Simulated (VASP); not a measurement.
Wanted: the native input for a VASP 6.6.1 run.

```yaml
Task: single point
Functional: LDA
Potentials_or_basis: VASP PAW LDA potentials, release 64 (Te)
Cutoff: 520 eV
k_mesh: 18 × 18 × 18
Occupations: fermi-dirac, width 0.05 eV
Spin: no spin polarisation
Dipole_correction: no
Further_INCAR_settings: ALGO = Normal; EDIFF = 1e-06; NBANDS = 13
```

The structure of Te lies in POSCAR:

```
Te
1.0
   -2.2051076353      2.2051076353      1.1770118920
    2.2051076353     -2.2051076353      1.1770118920
    2.2051076353      2.2051076353     -1.1770118920
Te
2
Direct
   -0.3750000000     -0.1250000000     -0.2500000000
    0.3750000000      0.1250000000      0.2500000000
```

One way to write it, as run:

INCAR

```
PREC = Accurate
ENCUT = 520
EDIFF = 1E-6
ISMEAR = -1
SIGMA = 0.05
LREAL = F
LASPH = T
NELM = 100
ALGO = Normal
ISIF = 2
LWAVE = F
LCHARG = T
LELF = T
LVHAR = T
NBANDS = 13
```

KPOINTS

```
regular mesh
0
Gamma
  18 18 18
```

Potentials or basis: VASP PAW LDA potentials, release 64 (Te).

Launch:

```sh
$ cat potpaw_LDA.64/Te/POTCAR > POTCAR
$ mpirun -np 1 vasp_std > vasp.out
```

It gave:

The pressure is 462.9 GPa and the band gap on the k mesh is zero (band 6 reaches 35.70 eV, above the bottom of band 7 at 24.19 eV).

Caveat: spin-orbit coupling is left out, which moves the levels of the heavy elements.

Wall time 5.6 min on 1 thread of AMD EPYC 7R43 64-Core Processor (Zen 3), with other jobs on the host, peak memory 0.2 GiB.
